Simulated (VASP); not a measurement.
Input of a VASP 6.6.1 run:

The input INCAR:

```
ALGO = Normal
EDIFF = 1E-7
ENCUT = 520
GGA = PE
ISIF = 2
ISMEAR = -1
LASPH = True
LCHARG = False
LREAL = False
LWAVE = False
NBANDS = 19
NELM = 60
PREC = Accurate
SIGMA = 0.08
```

Contents of KPOINTS:

```
k-points
0
Gamma
  13 13 13
```

Contents of POSCAR:

```
Zn
1.0
    0.0000000000      2.5961294806      2.5961294806
    2.5961294806      0.0000000000      2.5961294806
    2.5961294806      2.5961294806      0.0000000000
Zn
2
Direct
   -0.1250000000     -0.1250000000     -0.1250000000
    0.1250000000      0.1250000000      0.1250000000
```

Potentials or basis: VASP PAW PBE potentials, release 64 (Zn).

Run with:

```bash
$ cat potpaw_PBE.64/Zn/POTCAR > POTCAR
$ mpirun -np 1 vasp_std > vasp.out
```

(1) Estimate the pressure.

(2) Predict the band gap on the k mesh.

## Answers

(1) 22.6 GPa.

(2) zero (bands 12 and 13 overlap by 8.27 eV).

Caveat: the cell stands under pressure.
